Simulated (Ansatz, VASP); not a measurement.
**KBr: VASP beside Ansatz**

```xyz
2
Lattice="0.0000 3.1371 3.1371 3.1371 0.0000 3.1371 3.1371 3.1371 0.0000" Properties=species:S:1:pos:R:3 pbc="T T T"
K     0.0000    0.0000    0.0000
Br    3.1371    3.1371    3.1371
```

Change from the starting cell: hydrostatic strain -5.0%.

Alike in both runs: task single point; functional r2SCAN; k mesh 6 × 6 × 6; no spin polarisation.

|  | VASP | Ansatz |
| --- | --- | --- |
| version | VASP 6.6.1 | Ansatz 0.2.0 |
| potentials or method | VASP PAW PBE potentials, release 64 (K_sv, Br) | plane waves, PAW |
| plane-wave cutoff (eV) | 520 | 500 |
| occupations | gaussian, width 0.01 eV | fixed |
| valence electrons in the cell | 16 | 16 |

|  | VASP | Ansatz | Ansatz less VASP |
| --- | --- | --- | --- |
| gap on the k mesh at the Fermi level (eV) | 5.56 | 5.56 | -0.003 |
| pressure (GPa) | 3.7 | 3.6 | -0.03 |

VASP's potentials were made for PBE, not for r2SCAN.
